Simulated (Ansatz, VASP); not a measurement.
## Two plane-wave programs on Au

POSCAR

```
Au
1.0
    0.0000000000      2.0388247748      2.0388247748
    2.0388247748      0.0000000000      2.0388247748
    2.0388247748      2.0388247748      0.0000000000
Au
1
Direct
    0.0000000000      0.0000000000      0.0000000000
```

Contents of INCAR.step1:

```
SYSTEM = Au
PREC = Accurate ; ENCUT = 600
ISMEAR = -1 ; SIGMA = 0.05
LREAL = .False. ; LASPH = .True.
NELM = 100 ; GGA = PE
ALGO = Normal ; EDIFF = 1E-4
LWAVE = .True. ; LCHARG = .False.
```

The input INCAR.step2:

```
SYSTEM = Au
PREC = Accurate ; ENCUT = 600
EDIFF = 1E-6 ; ISMEAR = -1
SIGMA = 0.05 ; LREAL = .False.
LASPH = .True. ; NELM = 100
ALGO = Normal ; ISIF = 3
LWAVE = .False. ; LCHARG = .False.
METAGGA = R2SCAN ; LMIXTAU = .True.
IBRION = 2 ; NSW = 60
EDIFFG = -0.005 ; ISTART = 1
```

Contents of KPOINTS:

```
regular mesh
0
Gamma
  16 16 16
  0 0 0
```

Input for Ansatz:

```yaml
crystal:
  lattice:
    - [0.0, 2.0388247748, 2.0388247748]
    - [2.0388247748, 0.0, 2.0388247748]
    - [2.0388247748, 2.0388247748, 0.0]
  atoms:
    - { symbol: Au, position: [0.0, 0.0, 0.0] }
kpoints:
  mp_grid: { grid: [16, 16, 16] }
scf:
  occupations: { method: fermi_dirac, width: 0.05 }
hamiltonian:
  xc: r2scan
  pseudopotentials: { kind: paw }
output:
  forces: true
  stress: true
relax:
  f_tol: 0.005
  max_steps: 40
  cell: {}
```

Alike in both runs: task relaxation of cell and atoms; functional r2SCAN; k mesh 16 × 16 × 16; occupations fermi-dirac, width 0.05 eV; no spin polarisation.

```csv
,VASP,Ansatz
version,VASP 6.6.1,Ansatz 0.2.0
potentials or method,"VASP PAW PBE potentials, release 64 (Au)","PAW with Ansatz's default frozen-core files, scalar-relativistic"
plane-wave cutoff (eV),600,500
valence electrons in the cell,11,19
```

```csv
,VASP,Ansatz,Ansatz less VASP
relaxed volume (Å³/atom),17.58,17.53,-0.048
relaxed cell length with the largest relative difference (Å),2.919,2.916,-0.0027
```

VASP's potentials were made for PBE, not for r2SCAN. VASP's potentials hold 11 valence electrons a cell and Ansatz's 19, so a difference there can come from the potentials and not from the codes.

Spin-orbit coupling is off throughout.
